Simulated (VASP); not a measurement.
HfO2:

```xyz
6
Lattice="3.5580 0.0000 0.0000 0.0000 3.5580 0.0000 0.0000 0.0000 5.1719" Properties=species:S:1:pos:R:3 pbc="T T T"
Hf    1.7790    1.7790    2.5859
Hf    0.0000    0.0000    0.0000
O     0.0000    1.7790    3.6059
O     1.7790    0.0000    4.1519
O     1.7790    0.0000    1.5660
O     0.0000    1.7790    1.0199
```

Base run:

```yaml
Program: VASP 6.6.1
Functional: PBE
Dispersion: D3(BJ)
Potentials_or_basis: VASP PAW PBE potentials, release 64 (Hf_pv, O)
Cutoff: 520 eV
k_mesh: 5 × 5 × 4
Occupations: gaussian, width 0.01 eV
Spin: no spin polarisation
```

Its results: band gap on the k mesh 4.76 eV, indirect (least direct gap 4.83 eV); pressure 2.9 GPa; largest force 0.097 eV/Å.

**Question.** The run is repeated on the same cell with these changes: dispersion from D3(BJ) to none; further incar settings from ALGO = Normal; EDIFF = 1e-06; NBANDS = 31 to ALGO = Normal; EDIFF = 1e-07; NBANDS = 31. What comes out?

**Answer.** Band gap on the k mesh 4.76 eV, indirect (least direct gap 4.83 eV); pressure 6.5 GPa; largest force 0.099 eV/Å.

Caveats: spin-orbit coupling is left out, which moves the levels of the heavy elements.

A k mesh can miss the band edges.
